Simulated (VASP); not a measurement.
Al2Cu, 6 atoms in the cell. It takes space group I4/mcm (No. 140, tetragonal). Conventional cell: a = 6.173 Å, b = 6.173 Å, c = 4.731 Å, α = 90.00°, β = 90.00°, γ = 90.00°. Al (site symmetry m2m) has 4 Cu at 2.61 Å and 11 Al at 2.78 to 3.28 Å within 3.4 Å. Within 3.1 Å of Cu (site symmetry 422) lie 2 Cu at 2.37 Å and 8 Al at 2.61 Å. 

```yaml
Program: VASP 6.6.1
Task: single point
Functional: PBEsol
Potentials_or_basis: VASP PAW PBE potentials, release 64 (Al, Cu)
Cutoff: 520 eV
k_mesh: 10 × 10 × 10
Occupations: gaussian, width 0.15 eV
Spin: no spin polarisation
Dipole_correction: no
Further_INCAR_settings: ALGO = Fast; EDIFF = 1e-07; NBANDS = 26
```

Potentials or basis: VASP PAW PBE potentials, release 64 (Al, Cu).

Command:

```sh
$ cat potpaw_PBE.64/Al/POTCAR potpaw_PBE.64/Cu/POTCAR > POTCAR
$ mpirun -np 1 vasp_std > vasp.out
```

Hardware: 1 thread of Intel(R) Xeon(R) 6975P-C (Granite Rapids), on a shared host.

Task: Estimate the wall time of this run.

Result: It took 3.5 min on 1 thread of Intel(R) Xeon(R) 6975P-C (Granite Rapids), on a shared host, peak memory 0.37 GiB. Counts: scf iterations 19, k points 102.
